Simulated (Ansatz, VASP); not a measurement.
**Two plane-wave programs on YN**

```
Y N
1.0
     0.00000    2.42156    2.46476
     2.42156    0.00000    2.46476
     2.42156    2.42156    0.00000
Y N
1 1
Direct
  0.00000 0.00000 0.00000
  0.50000 0.50000 0.50000
```

Change from the starting cell: strained cell.

Alike in both runs: functional PBEsol; k mesh 10 × 10 × 10; occupations gaussian, width 0.01 eV; no spin polarisation.

Ansatz relaxed the structure, and its values are those at the end. VASP's run is a single point on that final structure, the one shown.

```csv
,VASP,Ansatz
version,VASP 6.6.1,Ansatz 0.2.0
potentials or method,"VASP PAW PBE potentials, release 64 (Y_sv, N), cutoff 600 eV","scalar-relativistic, plane waves, PAW"
valence electrons in the cell,16,16
```

Ansatz gave:

```
gap on the k mesh at the Fermi level (eV) : 0.05
least direct gap on the mesh (eV)         : 0.43
pressure (GPa)                            : -1.4
```

Question: Estimate VASP's values.

Answer: gap on the k mesh at the Fermi level (eV): 0.05; least direct gap on the mesh (eV): 0.43; pressure (GPa): -1.7.

VASP's potentials were made for PBE, not for PBEsol, and Ansatz warns of the same on its side. With one functional, cell and mesh, what is left measures potentials, basis and numerics. Ansatz's warnings: stress scf threshold loose.
